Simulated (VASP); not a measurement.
A run of VASP 6.6.1:

File INCAR:

```
  ALGO = Normal
  EDIFF = 1E-7
  ENCUT = 520
  GGA = PE
  ISIF = 2
  ISMEAR = 0
  LASPH = True
  LCHARG = False
  LREAL = False
  LWAVE = False
  NBANDS = 11
  NELM = 80
  PREC = Accurate
  SIGMA = 0.01
```

KPOINTS

```
k-points
0
Gamma
  6 6 6
```

The input POSCAR:

```
MgS
1.0
    0.0000000000      2.6102934190      2.6102934190
    2.6102934190      0.0000000000      2.6102934190
    2.6102934190      2.6102934190      0.0000000000
Mg S
1 1
Direct
    0.0000000000      0.0000000000      0.0000000000
    0.5000000000      0.5000000000      0.5000000000
```

Potentials or basis: VASP PAW PBE potentials, release 64 (Mg, S).

Command:

```sh
$ cat potpaw_PBE.64/Mg/POTCAR potpaw_PBE.64/S/POTCAR > POTCAR
$ mpirun -np 1 vasp_std > vasp.out
```

Hardware: 1 thread of Intel Xeon 6975P-C (shared host).

Q: Estimate the wall time of this run.

A: Run time: 4.9 s on 1 thread of Intel Xeon 6975P-C, with other jobs on the host, peak memory 0.15 GiB. Counts: scf iterations 13, k points 16.
